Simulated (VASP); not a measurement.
# Sn in VASP: further runs, part 2 of 2

VASP 6.6.1. Earlier steps stand in the parts before.

**3. Single point, PBE**

This run uses another cell than the first one, of 27.79 Å³/atom, 1.006 times its volume.

Contents of INCAR:

```
SYSTEM = Sn
ALGO = Normal
EDIFF = 1E-6
ENCUT = 520
GGA = PE
ISIF = 2
ISMEAR = 0
LASPH = .True.
LCHARG = .False.
LREAL = .False.
LWAVE = .False.
NBANDS = 13
NELM = 60
PREC = Accurate
SIGMA = 0.1
```

Contents of KPOINTS:

```
k-points
0
Gamma
  16 16 16
  0 0 0
```

Contents of POSCAR:

```
Sn
1.0
   -1.9080339917      1.9080339917      1.9080339917
    1.9080339917     -1.9080339917      1.9080339917
    1.9080339917      1.9080339917     -1.9080339917
Sn
1
Direct
    0.0000000000      0.0000000000      0.0000000000
```

Potentials or basis: VASP PAW PBE potentials, release 64 (Sn_d).

The run is started by

```sh
$ cat potpaw_PBE.64/Sn_d/POTCAR > POTCAR
$ mpirun -np 1 vasp_std > vasp.out
```

OUTCAR:

```text
SYSTEM = Sn
   EDIFF = 1E-6
   ENCUT = 520
   GGA = PE
   ISIF = 2
   ISMEAR = 0
   LASPH = .True.
   LREAL = .False.
   NELM = 60
   PREC = Accurate

 ion  position               nearest neighbor table
   1  0.000  0.000  0.000-

  LATTYP: Found a body centered cubic cell.
 ALAT       =     3.8160679834

  Lattice vectors:

 A1 = (  -1.9080339917,   1.9080339917,   1.9080339917)
 A2 = (   1.9080339917,  -1.9080339917,   1.9080339917)
 A3 = (   1.9080339917,   1.9080339917,  -1.9080339917)

Analysis of symmetry for initial positions (statically):
=====================================================================
 Subroutine PRICEL returns:
 Original cell was already a primitive cell.

 Routine SETGRP: Setting up the symmetry group for a
 body centered cubic supercell.

 Subroutine GETGRP returns: Found 48 space group operations
 (whereof 48 operations were pure point group operations)
 out of a pool of 48 trial point group operations.

The static configuration has the point symmetry O_h .

Analysis of symmetry for dynamics (positions and initial velocities):
=====================================================================
 Subroutine PRICEL returns:
 Original cell was already a primitive cell.

 Routine SETGRP: Setting up the symmetry group for a
 body centered cubic supercell.

 Subroutine GETGRP returns: Found 48 space group operations
 (whereof 48 operations were pure point group operations)
 out of a pool of 48 trial point group operations.

The dynamic configuration has the point symmetry O_h .

 Subroutine INISYM returns: Found 48 space group operations
 (whereof 48 operations are pure point group operations),
 and found     1 'primitive' translations

----------------------------------------------------------------------------------------

                                     Primitive cell

  volume of cell :      27.7855

  direct lattice vectors                    reciprocal lattice vectors
    -1.908033992  1.908033992  1.908033992     0.000000000  0.262049839  0.262049839
     1.908033992 -1.908033992  1.908033992     0.262049839  0.000000000  0.262049839
     1.908033992  1.908033992 -1.908033992     0.262049839  0.262049839  0.000000000

  length of vectors
     3.304811816  3.304811816  3.304811816     0.370594436  0.370594436  0.370594436

  position of ions in fractional coordinates (direct lattice)
     0.000000000  0.000000000  0.000000000

  ion indices of the primitive-cell ions
   primitive index   ion index
                 1           1

----------------------------------------------------------------------------------------

 KPOINTS: k-points

Automatic generation of k-mesh.
 Grid dimensions read from file:
 generate k-points for:   16   16   16

 Generating k-lattice:

  Cartesian coordinates                     Fractional coordinates (reciprocal lattice)
     0.000000000  0.016378115  0.016378115     0.062500000  0.000000000  0.000000000
     0.016378115  0.000000000  0.016378115     0.000000000  0.062500000  0.000000000
     0.016378115  0.016378115  0.000000000     0.000000000  0.000000000  0.062500000

  Length of vectors
     0.023162152  0.023162152  0.023162152

  Shift w.r.t. Gamma in fractional coordinates (k-lattice)
     0.000000000  0.000000000  0.000000000

 Subroutine IBZKPT returns following result:
 ===========================================

 Found    145 irreducible k-points:

 Following reciprocal coordinates:
            Coordinates               Weight
  0.000000  0.000000  0.000000      1.000000
  0.062500  0.000000  0.000000     12.000000
  0.125000  0.000000  0.000000     12.000000
  0.187500  0.000000  0.000000     12.000000
  0.250000  0.000000  0.000000     12.000000
  0.312500  0.000000  0.000000     12.000000
[... 16 lines left out ...]
  0.187500  0.187500  0.000000     24.000000
  0.250000  0.187500  0.000000     48.000000
 [... further k-points ...]
   k-points           NKPTS =    145   k-points in BZ     NKDIM =    145   number of bands    NBANDS=     13
   number of dos      NEDOS =    301   number of ions     NIONS =      1
   total plane-waves  NPLWV =  21952
   dimension x,y,z NGX =    28 NGY =   28 NGZ =   28
   dimension x,y,z NGXF=    56 NGYF=   56 NGZF=   56
   ions per type =               1
   NGX,Y,Z   is equivalent  to a cutoff of  14.09, 14.09, 14.09 a.u.
   NGXF,Y,Z  is equivalent  to a cutoff of  28.17, 28.17, 28.17 a.u.
 SYSTEM =  Sn
   PREC   = accura    normal or accurate (medium, high low for compatibility)
   ISTART =      0    job   : 0-new  1-cont  2-samecut
   ICHARG =      2    charge: 1-file 2-atom 10-const
   ISPIN  =      1    spin polarized calculation?
   LNONCOLLINEAR =      F non collinear calculations
   LSORBIT =      F    spin-orbit coupling
   LASPH  =      T    aspherical Exc in radial PAW
   ENCUT  =  520.0 eV  38.22 Ry    6.18 a.u.   6.14  6.14  6.14*2*pi/ulx,y,z
   NELM   =     60;   NELMIN=  2; NELMDL= -5     # of ELM steps
   EDIFF  = 0.1E-05   stopping-criterion for ELM
   LREAL  =      F    real-space projection
   EDIFFG = 0.1E-04   stopping-criterion for IOM
   NSW    =      0    number of steps for IOM
   IBRION =     -1    ionic relax: 0-MD 1-quasi-New 2-CG
   NFREE  =      0    steps in history (QN), initial steepest desc. (CG)
   ISIF   =      2    stress and relaxation
   ISYM   =      2    0-nonsym 1-usesym 2-fastsym
   POTIM  = 0.5000    time-step for ionic-motion
   TEBEG  =    0.0;   TEEND  =   0.0 temperature during run
   PSTRESS=    0.0 pullay stress
   NELECT =      14.0000    total number of electrons
   NUPDOWN=      -1.0000    fix difference up-down
   EMIN   =  10.00;   EMAX   =-10.00  energy-range for DOS
   EFERMI =   0.00;   METHOD = LEGACY
   ISMEAR =     0;   SIGMA  =   0.10  broadening in eV -4-tet -1-fermi 0-gaus
   EFERMI_NEDOS =   21; number of points for ismear=-14 and -15
   IALGO  =     38    algorithm
   IMIX   =      4    mixing-type and parameters
     AMIX     =   0.40;   BMIX     =  1.00
     AMIX_MAG =   1.60;   BMIX_MAG =  1.00
  volume/ion in A,a.u.               =      27.79       187.51
  Fermi-wavevector in a.u.,A,eV,Ry     =   1.302701  2.461748 23.089493  1.697030
  Thomas-Fermi vector in A             =   2.433752
   LORBIT       =      0    0 simple, 1 ext, 2 COOP (PROOUT), +10 PAW based schemes
   GGA     = PE    functional components
   LHFCALC =     F    Hartree Fock is set to
   AEXX    =    0.0000 exact exchange contribution
   IVDW    =     0    specifies the selected vdW correction
   LEPSILON=     F    determine dielectric tensor
   LRPA    =     F    only Hartree local field effects (RPA)
 non-spin polarized calculation
 Gauss-broadening in eV      SIGMA  =   0.10
  energy-cutoff  :      520.00
  volume of cell :       27.79
 maximum number of plane-waves:       767
 NGX is ok and might be reduce to    28
   NGX = 13   NGY = 13   NGZ = 13

 number of electron      13.9999997 magnetization

 Free energy of the ion-electron system (eV)
  ---------------------------------------------------
  ext. energy  EPLUGINS =         0.00000000
  ---------------------------------------------------
  free energy    TOTEN  =        -3.77428702 eV

  energy without entropy =       -3.77120578  energy(sigma->0) =       -3.77274640

 E-fermi :   7.7994     XC(G=0): -10.2641

 val. band max:        7.7877835837   @ k =  -0.3750   0.4375   0.3125
 cond. band min:       7.8258352684   @ k =   0.5000   0.5000   0.4375
 fundamental gap:      0.0380516847
 Fermi energy:         7.7993724920

 k-point     1 :       0.0000    0.0000    0.0000
  band No.  band energies     occupation
      1     -13.7214      2.00000
      2     -13.7214      2.00000
      3     -13.7214      2.00000
      4     -13.5919      2.00000
      5     -13.5919      2.00000
      6      -3.1005      2.00000
      7      15.5943      0.00000
      8      15.5943      0.00000
      9      15.5943      0.00000
     10      19.8964      0.00000
     11      19.8964      0.00000
     12      19.8964      0.00000
     13      20.3998      0.00000
[... 353 lines left out ...]
 k-point    24 :       0.2500    0.1875    0.0000
  band No.  band energies     occupation
      1     -13.7364      2.00000
      2     -13.6851      2.00000
      3     -13.6122      2.00000
      4     -13.6046      2.00000
      5     -13.5609      2.00000
      6      -0.0452      2.00000
      7       6.8299      2.00000
      8       8.9826      0.00000
      9      12.5237      0.00000
     10      17.4911      0.00000
     11      18.6847      0.00000
     12      21.2323      0.00000
     13      23.7955      0.00000

 [... further k-points ...]
[... 5 lines left out ...]
  --------------------------------------------------------------------------------------
  -------------------------------------------------------------------------------------
  Total       -0.0022160     -0.0022160     -0.0022160      0.0000000      0.0000000      0.0000000
  in kB       -0.1277799     -0.1277799     -0.1277799      0.0000000      0.0000000      0.0000000
  external PRESSURE =      -0.1277799 kB  Pullay stress =       0.0000000 kB

 VOLUME and BASIS-vectors are now :
 -----------------------------------------------------------------------------
  energy-cutoff  :      520.00
  volume of cell :       27.79
      direct lattice vectors                 reciprocal lattice vectors
    -1.908033992  1.908033992  1.908033992     0.000000000  0.262049839  0.262049839
     1.908033992 -1.908033992  1.908033992     0.262049839  0.000000000  0.262049839
     1.908033992  1.908033992 -1.908033992     0.262049839  0.262049839  0.000000000

 POSITION                                       TOTAL-FORCE (eV/Angst)
 -----------------------------------------------------------------------------------
      0.00000      0.00000      0.00000         0.000000      0.000000      0.000000
 -----------------------------------------------------------------------------------
    total drift:                               -0.000000     -0.000000      0.000000

  FREE ENERGIE OF THE ION-ELECTRON SYSTEM (eV)
  ---------------------------------------------------
  free  energy   TOTEN  =        -3.7742870172 eV

  energy  without entropy=       -3.7712057823  energy(sigma->0) =       -3.77274640
```

Run time: 63 s. Hardware: 1 thread of Intel Xeon Platinum 8259CL at 2.50GHz (Skylake/Cascade Lake), shared host; peak memory 0.19 GiB.

Results:

```
Free energy            : -3.7743 eV
Pressure               : 0.0 GPa
Band gap on the k mesh : zero (band 7 reaches 15.59 eV, above the bottom of band 8 at 5.52 eV)
```

Levels at points of the mesh, in eV from the Fermi level:
```csv
k point,band 5,band 6,band 7,band 8,band 9,band 10
"(0.00, 0.00, 0.00)",-21.39,-10.90,7.79,7.79,7.79,12.10
"(0.50, 0.00, 0.00)",-21.31,-6.36,-4.28,3.56,5.39,7.86
"(0.50, 0.50, 0.50)",-21.33,-2.57,-0.42,-0.42,-0.42,3.87
```

Caveat: spin-orbit coupling is left out, which moves the levels of the heavy elements.

**4. Relaxation of cell and atoms, PBE**

This run uses another cell than the first one, of 27.20 Å³/atom, 0.985 times its volume.

Contents of INCAR:

```
SYSTEM = Sn
  PREC = Accurate
  ENCUT = 600
  EDIFF = 1E-7
  ISMEAR = 0
  SIGMA = 0.1
  LREAL = .FALSE.
  LASPH = .TRUE.
  NELM = 60
  ALGO = Fast
  ISIF = 3
  LWAVE = .FALSE.
  LCHARG = .FALSE.
  GGA = PE
  IBRION = 2
  NSW = 100
  EDIFFG = -0.01
```

Contents of KPOINTS:

```
Automatic mesh
0
G
  16 16 16
  0 0 0
```

Contents of POSCAR:

```
Sn
1.0
   -1.8946518192      1.8946518192      1.8946518192
    1.8946518192     -1.8946518192      1.8946518192
    1.8946518192      1.8946518192     -1.8946518192
Sn
1
Direct
    0.0000000000      0.0000000000      0.0000000000
```

Potentials or basis: VASP PAW PBE potentials, release 64 (Sn_d).

The run is started by

```sh
$ cat potpaw_PBE.64/Sn_d/POTCAR > POTCAR
$ mpirun -np 1 vasp_std > vasp.out
```

OUTCAR:

```text
SYSTEM = Sn
   PREC = Accurate
   ENCUT = 600
   EDIFF = 1E-7
   ISMEAR = 0
   LREAL = .FALSE.
   LASPH = .TRUE.
   NELM = 60
   ISIF = 3
   GGA = PE
   IBRION = 2
   NSW = 100
   EDIFFG = -0.01

 ion  position               nearest neighbor table
   1  0.000  0.000  0.000-

  LATTYP: Found a body centered cubic cell.
 ALAT       =     3.7893036384

  Lattice vectors:

 A1 = (  -1.8946518192,   1.8946518192,   1.8946518192)
 A2 = (   1.8946518192,  -1.8946518192,   1.8946518192)
 A3 = (   1.8946518192,   1.8946518192,  -1.8946518192)

Analysis of symmetry for initial positions (statically):
=====================================================================
 Subroutine PRICEL returns:
[... 252 lines left out ...]
 E-fermi :   7.8039     XC(G=0): -10.2660

 val. band max:        7.7921709215   @ k =  -0.3750   0.4375   0.3125
 cond. band min:       7.8307346272   @ k =   0.5000   0.5000   0.4375
 fundamental gap:      0.0385637057
 Fermi energy:         7.8039264972

 k-point     1 :       0.0000    0.0000    0.0000
  band No.  band energies     occupation
      1     -13.7164      2.00000
      2     -13.7164      2.00000
      3     -13.7164      2.00000
      4     -13.5868      2.00000
      5     -13.5868      2.00000
      6      -3.0987      2.00000
      7      15.6026      0.00000
      8      15.6026      0.00000
      9      15.6026      0.00000
     10      19.9020      0.00000
     11      19.9024      0.00000
[... 309 lines left out ...]
 k-point    24 :       0.2500    0.1875    0.0000
  band No.  band energies     occupation
      1     -13.7315      2.00000
      2     -13.6801      2.00000
      3     -13.6071      2.00000
      4     -13.5995      2.00000
      5     -13.5557      2.00000
      6      -0.0422      2.00000
      7       6.8347      2.00000
      8       8.9874      0.00000
      9      12.5298      0.00000
     10      17.4989      0.00000
     11      18.6922      0.00000

 [... further k-points ...]
[... 5 lines left out ...]
  --------------------------------------------------------------------------------------
  -------------------------------------------------------------------------------------
  Total        0.0010779      0.0010779      0.0010779     -0.0000000     -0.0000000      0.0000000
  in kB        0.0621813      0.0621813      0.0621813     -0.0000000     -0.0000000      0.0000000
  external PRESSURE =       0.0621813 kB  Pullay stress =       0.0000000 kB
[... 16 lines left out ...]
  FREE ENERGIE OF THE ION-ELECTRON SYSTEM (eV)
  ---------------------------------------------------
  free  energy   TOTEN  =        -3.7742541305 eV

  energy  without entropy=       -3.7711674624  energy(sigma->0) =       -3.77271080

 reached required accuracy - stopping structural energy minimisation
```

OSZICAR:

```text
N       E                     dE             d eps       ncg     rms          rms(c)
DAV:   1     0.770762157079E+02    0.77076E+02   -0.82008E+03  3223   0.209E+03
DAV:   2     0.822935034521E+00   -0.76253E+02   -0.74704E+02  3285   0.355E+02
DAV:   3    -0.368435209794E+01   -0.45073E+01   -0.44737E+01  3650   0.773E+01
[... 31 lines left out ...]
RMM:   4    -0.377425126992E+01   -0.30758E-05   -0.23451E-04  3660   0.161E-01    0.699E-03
RMM:   5    -0.377425392224E+01   -0.26523E-05   -0.31252E-05  4027   0.706E-02    0.647E-03
RMM:   6    -0.377425395839E+01   -0.36150E-07   -0.34463E-06  3528   0.340E-02    0.647E-03
RMM:   7    -0.377425405472E+01   -0.96338E-07   -0.14656E-06  3256   0.130E-02    0.142E-03
RMM:   8    -0.377425413055E+01   -0.75821E-07   -0.39151E-07  2756   0.714E-03
   3 F= -.37742541E+01 E0= -.37727108E+01  d E =-.179880E-02
```

CONTCAR:

```text
Sn
   1.00000000000000
    -1.9077752218270565    1.9077752218270565    1.9077752218270565
     1.9077752218270565   -1.9077752218270565    1.9077752218270565
     1.9077752218270565    1.9077752218270565   -1.9077752218270565
  Sn
     1
Direct
     0.0000000000000000    0.0000000000000000    0.0000000000000000

  0.00000000E+00  0.00000000E+00  0.00000000E+00
```

Run time: 1.9 min. Hardware: 1 thread of Intel Xeon Platinum 8259CL at 2.50GHz (Skylake/Cascade Lake), shared host; peak memory 0.2 GiB.

What came out:

| Property | Result |
| --- | --- |
| Free energy | -3.7743 eV |
| Relaxed volume | 27.77 Å³/atom |
| Relaxed cell | a = 3.304 Å, b = 3.304 Å, c = 3.304 Å, α = 109.47°, β = 109.47°, γ = 109.47° |
| Space group after relaxing (to 0.05 Å) | Im-3m (No. 229) |
| Energy gained by relaxing | 1.8 meV/atom |
| Ionic steps | 3 |
| Pressure after relaxing | 0.0 GPa |
| Band gap on the k mesh | zero (band 7 reaches 15.60 eV, above the bottom of band 8 at 5.52 eV) |

The path:
| step | energy change (eV) | largest force (eV/Å) | pressure (GPa) | volume (Å³) |
| --- | --- | --- | --- | --- |
| 1 | 0.0000 | 0.0000 | 1.02 | 27.20 |
| 2 | -0.0017 | 0.0000 | -0.20 | 27.89 |
| 3 | -0.0018 | 0.0000 | 0.01 | 27.77 |

Final structure:
```
Sn
1.0
    -1.90778    1.90778    1.90778
     1.90778   -1.90778    1.90778
     1.90778    1.90778   -1.90778
Sn
1
Direct
  0.00000 0.00000 0.00000
```

Caveat: spin-orbit coupling is left out, which moves the levels of the heavy elements.

**5. The runs side by side**

```csv
task,cell,k mesh,cutoff (eV),gap on the mesh (eV),pressure (GPa),relaxed volume (Å³/atom)
relaxation of cell and atoms,"relaxed from a = 3.299 Å, angles 110.1, 110.1, 108.2°, 1 atom",20 × 20 × 20,600,none,0.0,28.04
single point,"a = 3.305 Å, angles 109.5°, 1 atom",16 × 16 × 16,520,none,0.0,-
relaxation of cell and atoms,"relaxed from a = 3.282 Å, angles 109.5°, 1 atom",16 × 16 × 16,600,none,0.0,27.77
```

Alike in all rows: level PBE; potentials or basis VASP PAW PBE potentials, release 64 (Sn_d); no spin polarisation; smearing gaussian 0.1 eV.

Caveats: spin-orbit coupling is left out, which moves the levels of the heavy elements.

Absolute energies hang on the potentials; compare differences alone.
